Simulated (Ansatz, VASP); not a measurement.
## One calculation of Bi, two programs

```
Bi
1.0
    -1.65081    1.65081    1.65081
     1.65081   -1.65081    1.65081
     1.65081    1.65081   -1.65081
Bi
1
Direct
  0.00000 0.00000 0.00000
```

Change from the starting cell: volume scaled by 0.6, LAPW.

Alike in both runs: task single point; functional PBEsol; k mesh 15 × 15 × 15; occupations fermi-dirac, width 0.08 eV; no spin polarisation.

```csv
,VASP,Ansatz
version,VASP 6.6.1,Ansatz 0.2.0
potentials or method,"VASP PAW PBE potentials, release 64 (Bi_d), cutoff 520 eV","all-electron LAPW, scalar-relativistic"
```

|  | VASP | Ansatz | Ansatz less VASP |
| --- | --- | --- | --- |
| pressure (GPa) | 101.9 | 101.9 | +0.01 |

VASP's potentials were made for PBE, not for PBEsol. Both programs put the cell under a high pressure, so it lies far from rest at this level. Ansatz ran all-electron here, and VASP with PAW potentials.

Neither program's run includes spin-orbit coupling. Noted on VASP's run: the cell as given lies far from equilibrium.
